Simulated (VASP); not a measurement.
# P (Pm-3m) in VASP: a series of runs, part 2 of 2

VASP 6.6.1. The steps go on from the part before.

**3. Single point, PBE+D3(BJ)**

This run uses another cell than the first one, of 12.39 Å³/atom, 1.087 times its volume.

Input file INCAR:

```
SYSTEM = P
  PREC = Accurate
  ENCUT = 520
  EDIFF = 1E-7
  ISMEAR = 0
  SIGMA = 0.1
  LREAL = .False.
  LASPH = .True.
  NELM = 80
  ALGO = Normal
  ISIF = 2
  LWAVE = .False.
  LCHARG = .True.
  GGA = PE
  IVDW = 12
  LELF = .True.
  LVHAR = .True.
  NBANDS = 8
```

Input file KPOINTS:

```
regular mesh
0
Gamma
  18 18 18
  0 0 0
```

Input file POSCAR:

```
P
1.0
    2.3140283248      0.0000000000      0.0000000000
    0.0000000000      2.3140283248      0.0000000000
    0.0000000000      0.0000000000      2.3140283248
P
1
Direct
    0.0000000000      0.0000000000      0.0000000000
```

Potentials or basis: VASP PAW PBE potentials, release 64 (P).

Command:

```console
$ cat potpaw_PBE.64/P/POTCAR > POTCAR
$ mpirun -np 1 vasp_std > vasp.out
```

OUTCAR:

```text
SYSTEM = P
   PREC = Accurate
   ENCUT = 520
   EDIFF = 1E-7
   ISMEAR = 0
   LREAL = .False.
   LASPH = .True.
   NELM = 80
   ISIF = 2
   GGA = PE
   IVDW = 12
 IVDW          = 12

 ion  position               nearest neighbor table
   1  0.000  0.000  0.000-

  LATTYP: Found a simple cubic cell.
 ALAT       =     2.3140283248

  Lattice vectors:

 A1 = (   2.3140283248,   0.0000000000,   0.0000000000)
 A2 = (   0.0000000000,   2.3140283248,   0.0000000000)
 A3 = (   0.0000000000,   0.0000000000,   2.3140283248)

Analysis of symmetry for initial positions (statically):
=====================================================================
 Subroutine PRICEL returns:
 Original cell was already a primitive cell.

 Routine SETGRP: Setting up the symmetry group for a
 simple cubic supercell.

 Subroutine GETGRP returns: Found 48 space group operations
 (whereof 48 operations were pure point group operations)
 out of a pool of 48 trial point group operations.

The static configuration has the point symmetry O_h .

Analysis of symmetry for dynamics (positions and initial velocities):
=====================================================================
 Subroutine PRICEL returns:
 Original cell was already a primitive cell.

 Routine SETGRP: Setting up the symmetry group for a
 simple cubic supercell.

 Subroutine GETGRP returns: Found 48 space group operations
 (whereof 48 operations were pure point group operations)
 out of a pool of 48 trial point group operations.

The dynamic configuration has the point symmetry O_h .

 Subroutine INISYM returns: Found 48 space group operations
 (whereof 48 operations are pure point group operations),
 and found     1 'primitive' translations

[... 109 lines left out ...]
   IALGO  =     38    algorithm
   IMIX   =      4    mixing-type and parameters
     AMIX     =   0.40;   BMIX     =  1.00
     AMIX_MAG =   1.60;   BMIX_MAG =  1.00
  volume/ion in A,a.u.               =      12.39        83.62
  Fermi-wavevector in a.u.,A,eV,Ry     =   1.209751  2.286099 19.912108  1.463499
  Thomas-Fermi vector in A             =   2.345319
   LORBIT       =      0    0 simple, 1 ext, 2 COOP (PROOUT), +10 PAW based schemes
   GGA     = PE    functional components
   LHFCALC =     F    Hartree Fock is set to
   AEXX    =    0.0000 exact exchange contribution
   IVDW    =    12    specifies the selected vdW correction
   LEPSILON=     F    determine dielectric tensor
   LRPA    =     F    only Hartree local field effects (RPA)
 non-spin polarized calculation
 Gauss-broadening in eV      SIGMA  =   0.10
  energy-cutoff  :      520.00
  volume of cell :       12.39
 maximum number of plane-waves:       356
 NGX is ok and might be reduce to    18
   NGX =  9   NGY =  9   NGZ =  9

 number of electron       5.0000001 magnetization

 Free energy of the ion-electron system (eV)
  ---------------------------------------------------
  ext. energy  EPLUGINS =         0.00000000
  ---------------------------------------------------
  free energy    TOTEN  =        -5.10747867 eV

  energy without entropy =       -5.10595298  energy(sigma->0) =       -5.10671583

 E-fermi :  12.0114     XC(G=0): -12.0026

 val. band max:       11.9540570891   @ k =   0.1667   0.1111   0.1111
 cond. band min:      12.0153839823   @ k =   0.4444   0.2778   0.1667
 fundamental gap:      0.0613268932
 Fermi energy:        12.0114340521

 k-point     1 :       0.0000    0.0000    0.0000
  band No.  band energies     occupation
      1      -6.1641      2.00000
      2      18.0547      0.00000
      3      18.0547      0.00000
      4      18.0547      0.00000
      5      18.6481      0.00000
      6      18.6481      0.00000
      7      28.4259      0.00000
      8      38.7988      0.00000
[... 243 lines left out ...]
 k-point    24 :       0.3333    0.1111    0.0000
  band No.  band energies     occupation
      1      -3.0399      2.00000
      2       5.9393      2.00000
      3      16.3052      0.00000
      4      20.4790      0.00000
      5      23.2765      0.00000
      6      26.4619      0.00000
      7      29.8828      0.00000
      8      30.0481      0.00000

 [... further k-points ...]

------------------------ aborting loop because EDIFF is reached ----------------------------------------

 Edisp (eV)   -0.57042

 E8    (eV) :    -0.2150

  FORCE on cell =-STRESS in cart. coord.  units (eV):
  Direction    XX          YY          ZZ          XY          YZ          ZX
  --------------------------------------------------------------------------------------
  -------------------------------------------------------------------------------------
  Total       1.50541     1.50541     1.50541    -0.00000    -0.00000     0.00000
  in kB     194.65190   194.65190   194.65190    -0.00000    -0.00000     0.00000
  external pressure =      194.65 kB  Pullay stress =        0.00 kB

 VOLUME and BASIS-vectors are now :
 -----------------------------------------------------------------------------
  energy-cutoff  :      520.00
  volume of cell :       12.39
      direct lattice vectors                 reciprocal lattice vectors
     2.314028325  0.000000000  0.000000000     0.432146828  0.000000000  0.000000000
     0.000000000  2.314028325  0.000000000     0.000000000  0.432146828  0.000000000
     0.000000000  0.000000000  2.314028325     0.000000000  0.000000000  0.432146828

 POSITION                                       TOTAL-FORCE (eV/Angst)
 -----------------------------------------------------------------------------------
      0.00000      0.00000      0.00000         0.000000      0.000000      0.000000
 -----------------------------------------------------------------------------------
    total drift:                               -0.000000      0.000000      0.000000

  FREE ENERGIE OF THE ION-ELECTRON SYSTEM (eV)
  ---------------------------------------------------
  free  energy   TOTEN  =        -5.6779012690 eV

  energy  without entropy=       -5.6763755805  energy(sigma->0) =       -5.67713842
```

OSZICAR:

```text
N       E                     dE             d eps       ncg     rms          rms(c)
DAV:   1     0.322960017675E+00    0.32296E+00   -0.22763E+03  3800   0.462E+02
DAV:   2    -0.507277169546E+01   -0.53957E+01   -0.51469E+01  5096   0.492E+01
DAV:   3    -0.511549674377E+01   -0.42725E-01   -0.42674E-01  3872   0.478E+00
DAV:   4    -0.511555207251E+01   -0.55329E-04   -0.55329E-04  5640   0.187E-01
DAV:   5    -0.511555211649E+01   -0.43979E-07   -0.42025E-07  3896   0.281E-03    0.617E+00
DAV:   6    -0.510974376290E+01    0.58084E-02   -0.18119E-03  4176   0.275E-01    0.370E+00
DAV:   7    -0.510740431311E+01    0.23394E-02   -0.32072E-03  3880   0.443E-01    0.102E-01
DAV:   8    -0.510746419871E+01   -0.59886E-04   -0.58422E-05  4736   0.613E-02    0.350E-02
DAV:   9    -0.510747818700E+01   -0.13988E-04   -0.16157E-05  4280   0.310E-02    0.373E-03
DAV:  10    -0.510747865918E+01   -0.47217E-06   -0.48733E-07  4680   0.429E-03    0.671E-04
DAV:  11    -0.510747867238E+01   -0.13208E-07   -0.20141E-08  3288   0.112E-03
   1 F= -.56779013E+01 E0= -.56771384E+01  d E =-.152569E-02
```

Wall time 11 s (1 thread of Intel Xeon Platinum 8488C (Sapphire Rapids), shared host); peak memory 0.13 GiB.

What came out:

| Property | Result |
| --- | --- |
| Free energy | -5.6779 eV |
| Pressure | 19.5 GPa |
| Dispersion energy per atom | -0.570 eV |

Caveat: pairwise dispersion overbinds metals, which lowers pressure and volume.

**4. Single point, PBE+D3(BJ)**

This run uses another cell than the first one, of 13.05 Å³/atom, 1.144 times its volume.

Input file INCAR:

```
SYSTEM = P
PREC     = Accurate       ! precision mode
ENCUT    = 520            ! plane-wave cutoff, eV
EDIFF    = 1E-6           ! SCF threshold, eV
ISMEAR   = 0              ! smearing method
SIGMA    = 0.1            ! smearing width, eV
LREAL    = .FALSE.        ! projectors in reciprocal space
LASPH    = .TRUE.         ! aspherical terms in the spheres
NELM     = 100            ! most SCF steps
ALGO     = Normal         ! electronic algorithm
ISIF     = 2              ! what is computed and relaxed
LWAVE    = .FALSE.        ! write WAVECAR
LCHARG   = .TRUE.         ! write CHGCAR
GGA      = PE             ! functional
IVDW     = 12             ! dispersion correction
LELF     = .TRUE.         ! ELF
LVHAR    = .TRUE.       
NBANDS   = 8              ! bands
```

Input file KPOINTS:

```
Automatic mesh
0
G
  18 18 18
  0 0 0
```

Input file POSCAR:

```
P
1.0
    2.3540986361      0.0000000000      0.0000000000
    0.0000000000      2.3540986361      0.0000000000
    0.0000000000      0.0000000000      2.3541042775
P
1
Direct
    0.0000000000      0.0000000000      0.0000000000
```

Potentials or basis: VASP PAW PBE potentials, release 64 (P).

Command:

```console
$ cat potpaw_PBE.64/P/POTCAR > POTCAR
$ mpirun -np 1 vasp_std > vasp.out
```

OUTCAR:

```text
SYSTEM = P
   PREC = Accurate
   ENCUT = 520
   EDIFF = 1E-6
   ISMEAR = 0
   LREAL = .FALSE.
   LASPH = .TRUE.
   NELM = 100
   ISIF = 2
   GGA = PE
   IVDW = 12
 IVDW          = 12

 ion  position               nearest neighbor table
   1  0.000  0.000  0.000-

  LATTYP: Found a simple cubic cell.
 ALAT       =     2.3540986361

  Lattice vectors:

 A1 = (   2.3540986361,   0.0000000000,   0.0000000000)
 A2 = (   0.0000000000,   2.3540986361,   0.0000000000)
 A3 = (   0.0000000000,   0.0000000000,   2.3541042775)

Analysis of symmetry for initial positions (statically):
=====================================================================
 Subroutine PRICEL returns:
 Original cell was already a primitive cell.

 Routine SETGRP: Setting up the symmetry group for a
 simple cubic supercell.

 Subroutine GETGRP returns: Found 48 space group operations
 (whereof 48 operations were pure point group operations)
 out of a pool of 48 trial point group operations.

The static configuration has the point symmetry O_h .

Analysis of symmetry for dynamics (positions and initial velocities):
=====================================================================
 Subroutine PRICEL returns:
 Original cell was already a primitive cell.

 Routine SETGRP: Setting up the symmetry group for a
 simple cubic supercell.

 Subroutine GETGRP returns: Found 48 space group operations
 (whereof 48 operations were pure point group operations)
 out of a pool of 48 trial point group operations.

The dynamic configuration has the point symmetry O_h .

 Subroutine INISYM returns: Found 48 space group operations
 (whereof 48 operations are pure point group operations),
 and found     1 'primitive' translations

[... 109 lines left out ...]
   IALGO  =     38    algorithm
   IMIX   =      4    mixing-type and parameters
     AMIX     =   0.40;   BMIX     =  1.00
     AMIX_MAG =   1.60;   BMIX_MAG =  1.00
  volume/ion in A,a.u.               =      13.05        88.04
  Fermi-wavevector in a.u.,A,eV,Ry     =   1.189159  2.247184 19.239978  1.414098
  Thomas-Fermi vector in A             =   2.325272
   LORBIT       =      0    0 simple, 1 ext, 2 COOP (PROOUT), +10 PAW based schemes
   GGA     = PE    functional components
   LHFCALC =     F    Hartree Fock is set to
   AEXX    =    0.0000 exact exchange contribution
   IVDW    =    12    specifies the selected vdW correction
   LEPSILON=     F    determine dielectric tensor
   LRPA    =     F    only Hartree local field effects (RPA)
 non-spin polarized calculation
 Gauss-broadening in eV      SIGMA  =   0.10
  energy-cutoff  :      520.00
  volume of cell :       13.05
 maximum number of plane-waves:       365
 NGX is ok and might be reduce to    18
   NGX =  9   NGY =  9   NGZ =  9

 number of electron       5.0000001 magnetization

 Free energy of the ion-electron system (eV)
  ---------------------------------------------------
  ext. energy  EPLUGINS =         0.00000000
  ---------------------------------------------------
  free energy    TOTEN  =        -5.19477698 eV

  energy without entropy =       -5.19320401  energy(sigma->0) =       -5.19399050

 E-fermi :  11.1900     XC(G=0): -11.7695

 val. band max:       11.1644139879   @ k =   0.4444   0.2778   0.1667
 cond. band min:      11.2050481710   @ k =   0.5000   0.2778   0.1111
 fundamental gap:      0.0406341830
 Fermi energy:        11.1899584621

 k-point     1 :       0.0000    0.0000    0.0000
  band No.  band energies     occupation
      1      -6.3947      2.00000
      2      16.9246      0.00000
      3      16.9247      0.00000
      4      16.9247      0.00000
      5      17.9174      0.00000
      6      17.9174      0.00000
      7      26.9306      0.00000
      8      37.2224      0.00000
[... 243 lines left out ...]
 k-point    24 :       0.3333    0.1111    0.0000
  band No.  band energies     occupation
      1      -3.4012      2.00000
      2       5.3902      2.00000
      3      15.3544      0.00000
      4      19.2145      0.00000
      5      22.2540      0.00000
      6      25.2756      0.00000
      7      28.5552      0.00000
      8      28.8183      0.00000

 [... further k-points ...]

------------------------ aborting loop because EDIFF is reached ----------------------------------------

 Edisp (eV)   -0.54173

 E8    (eV) :    -0.2044

  FORCE on cell =-STRESS in cart. coord.  units (eV):
  Direction    XX          YY          ZZ          XY          YZ          ZX
  --------------------------------------------------------------------------------------
  -------------------------------------------------------------------------------------
  Total       0.77816     0.77816     0.77817    -0.00000     0.00000     0.00000
  in kB      95.56646    95.56646    95.56692    -0.00000     0.00000     0.00000
  external pressure =       95.57 kB  Pullay stress =        0.00 kB

 VOLUME and BASIS-vectors are now :
 -----------------------------------------------------------------------------
  energy-cutoff  :      520.00
  volume of cell :       13.05
      direct lattice vectors                 reciprocal lattice vectors
     2.354098636  0.000000000  0.000000000     0.424791037  0.000000000  0.000000000
     0.000000000  2.354098636  0.000000000     0.000000000  0.424791037  0.000000000
     0.000000000  0.000000000  2.354104277     0.000000000  0.000000000  0.424790019

 POSITION                                       TOTAL-FORCE (eV/Angst)
 -----------------------------------------------------------------------------------
      0.00000      0.00000      0.00000         0.000000      0.000000      0.000000
 -----------------------------------------------------------------------------------
    total drift:                               -0.000000      0.000000      0.000000

  FREE ENERGIE OF THE ION-ELECTRON SYSTEM (eV)
  ---------------------------------------------------
  free  energy   TOTEN  =        -5.7365020020 eV

  energy  without entropy=       -5.7349290317  energy(sigma->0) =       -5.73571552
```

Run time: 11 s. Hardware: 1 thread of Intel Xeon Platinum 8488C (Sapphire Rapids), shared host; peak memory 0.13 GiB.

Results:

```
Free energy                : -5.7365 eV
Pressure                   : 9.6 GPa
Dispersion energy per atom : -0.542 eV
```

Caveat: pairwise dispersion overbinds metals, which lowers pressure and volume.

**5. Single point, PBE+D3(BJ)**

This run uses another cell than the first one, of 13.45 Å³/atom, 1.179 times its volume.

Input file INCAR:

```
PREC = Accurate
ENCUT = 520
EDIFF = 1E-6
ISMEAR = 0
SIGMA = 0.1
LREAL = False
LASPH = True
NELM = 80
ALGO = Normal
ISIF = 2
LWAVE = False
LCHARG = True
GGA = PE
IVDW = 12
LELF = True
LVHAR = True
NBANDS = 8
```

Input file KPOINTS:

```
Automatic mesh
0
Gamma
  18 18 18
```

Input file POSCAR:

```
P
1.0
    2.3779048690      0.0000000000      0.0000000000
    0.0000000000      2.3779048690      0.0000000000
    0.0000000000      0.0000000000      2.3779362073
P
1
Direct
    0.0000000000      0.0000000000      0.0000000000
```

Potentials or basis: VASP PAW PBE potentials, release 64 (P).

Command:

```console
$ cat potpaw_PBE.64/P/POTCAR > POTCAR
$ mpirun -np 1 vasp_std > vasp.out
```

OUTCAR:

```text
PREC = Accurate
   ENCUT = 520
   EDIFF = 1E-6
   ISMEAR = 0
   LREAL = False
   LASPH = True
   NELM = 80
   ISIF = 2
   GGA = PE
   IVDW = 12
 IVDW          = 12

 ion  position               nearest neighbor table
   1  0.000  0.000  0.000-

  LATTYP: Found a simple tetragonal cell.
 ALAT       =     2.3779048690
 C/A-ratio  =     1.0000131790

  Lattice vectors:

 A1 = (   2.3779048690,   0.0000000000,   0.0000000000)
 A2 = (   0.0000000000,   2.3779048690,   0.0000000000)
[... 443 lines left out ...]
      7      27.7975      0.00000
      8      28.1213      0.00000

 [... further k-points ...]

------------------------ aborting loop because EDIFF is reached ----------------------------------------

 Edisp (eV)   -0.52557

 E8    (eV) :    -0.1984

  FORCE on cell =-STRESS in cart. coord.  units (eV):
  Direction    XX          YY          ZZ          XY          YZ          ZX
  --------------------------------------------------------------------------------------
  -------------------------------------------------------------------------------------
  Total       0.38859     0.38859     0.38833     0.00000     0.00000     0.00000
  in kB      46.30322    46.30322    46.27240     0.00000     0.00000     0.00000
  external pressure =       46.29 kB  Pullay stress =        0.00 kB

 VOLUME and BASIS-vectors are now :
 -----------------------------------------------------------------------------
  energy-cutoff  :      520.00
  volume of cell :       13.45
      direct lattice vectors                 reciprocal lattice vectors
     2.377904869  0.000000000  0.000000000     0.420538270  0.000000000  0.000000000
     0.000000000  2.377904869  0.000000000     0.000000000  0.420538270  0.000000000
     0.000000000  0.000000000  2.377936207     0.000000000  0.000000000  0.420532728

 POSITION                                       TOTAL-FORCE (eV/Angst)
 -----------------------------------------------------------------------------------
      0.00000      0.00000      0.00000         0.000000      0.000000      0.000000
 -----------------------------------------------------------------------------------
    total drift:                                0.000000      0.000000      0.000000

  FREE ENERGIE OF THE ION-ELECTRON SYSTEM (eV)
  ---------------------------------------------------
  free  energy   TOTEN  =        -5.7541903142 eV

  energy  without entropy=       -5.7524761342  energy(sigma->0) =       -5.75333322
```

OSZICAR:

```text
N       E                     dE             d eps       ncg     rms          rms(c)
DAV:   1     0.662003586120E+00    0.66200E+00   -0.22385E+03  9304   0.459E+02
DAV:   2    -0.517656221603E+01   -0.58386E+01   -0.55705E+01 12800   0.497E+01
DAV:   3    -0.522981460536E+01   -0.53252E-01   -0.53162E-01  9872   0.524E+00
DAV:   4    -0.522989032563E+01   -0.75720E-04   -0.75719E-04 14104   0.211E-01
DAV:   5    -0.522989038790E+01   -0.62262E-07   -0.62544E-07  9864   0.326E-03    0.532E+00
DAV:   6    -0.522864620087E+01    0.12442E-02   -0.79029E-04 11864   0.227E-01    0.317E+00
DAV:   7    -0.522852354305E+01    0.12266E-03   -0.18157E-03 10320   0.386E-01    0.112E-01
DAV:   8    -0.522860805427E+01   -0.84511E-04   -0.57794E-05 11936   0.622E-02    0.190E-02
DAV:   9    -0.522861591721E+01   -0.78629E-05   -0.69558E-06 10944   0.207E-02    0.235E-03
DAV:  10    -0.522861636116E+01   -0.44395E-06   -0.39691E-07 10504   0.473E-03
   1 F= -.57541903E+01 E0= -.57533332E+01  d E =-.171418E-02
```

Run time: 21 s. Hardware: 1 thread of Intel Xeon Platinum 8488C (Sapphire Rapids), shared host; peak memory 0.16 GiB.

What came out:

| Property | Result |
| --- | --- |
| Free energy | -5.7542 eV |
| Pressure | 4.6 GPa |
| Dispersion energy per atom | -0.526 eV |

Caveat: pairwise dispersion overbinds metals, which lowers pressure and volume.

**6. The runs side by side**

| cell | gap on the mesh (eV) | pressure (GPa) |
| --- | --- | --- |
| a = 2.251 Å, 1 atom | none | 39.3 |
| a = 2.314 Å, 1 atom | none | 19.5 |
| a = 2.354 Å, 1 atom | none | 9.6 |
| a = 2.378 Å, 1 atom | none | 4.6 |

Alike in all rows: task single point; level PBE+D3(BJ); potentials or basis VASP PAW PBE potentials, release 64 (P); no spin polarisation; k mesh 18 × 18 × 18; cutoff (eV) 520; smearing gaussian 0.1 eV.

Caveats: pairwise dispersion overbinds metals, which lowers pressure and volume.

Absolute energies hang on the potentials; compare differences alone.
